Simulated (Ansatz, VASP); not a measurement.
CeO2 in VASP and in Ansatz

```
CELL_PARAMETERS angstrom
0.00000 2.67934 2.67934
2.67934 0.00000 2.67934
2.67934 2.67934 0.00000
ATOMIC_POSITIONS crystal
Ce 0.00000 0.00000 0.00000
O 0.25000 0.25000 0.25000
O 0.75000 0.75000 0.75000
```

Alike in both runs: functional LDA; k mesh 10 × 10 × 10; occupations gaussian, width 0.02 eV; no spin polarisation.

Ansatz relaxed the structure, and its values are those at the end. VASP's run is a single point on that final structure, the one shown.

|  | VASP | Ansatz |
| --- | --- | --- |
| version | VASP 6.6.1 | Ansatz 0.2.0 |
| potentials or method | VASP PAW LDA potentials, release 64 (Ce, O), cutoff 520 eV | scalar-relativistic, plane waves, PAW |
| valence electrons in the cell | 24 | 24 |

VASP gave:

| Item | Value |
| --- | --- |
| gap on the k mesh at the Fermi level (eV) | 1.97 |
| least direct gap on the mesh (eV) | 2.05 |
| pressure (GPa) | 0.4 |

Question: Estimate Ansatz's values.

Answer: gap on the k mesh at the Fermi level (eV): 2.05; least direct gap on the mesh (eV): 2.13; pressure (GPa): 0.0.

LDA's correlation is that of Perdew and Zunger in VASP and of Perdew and Wang (1992) in Ansatz.

Neither program's run includes spin-orbit coupling.
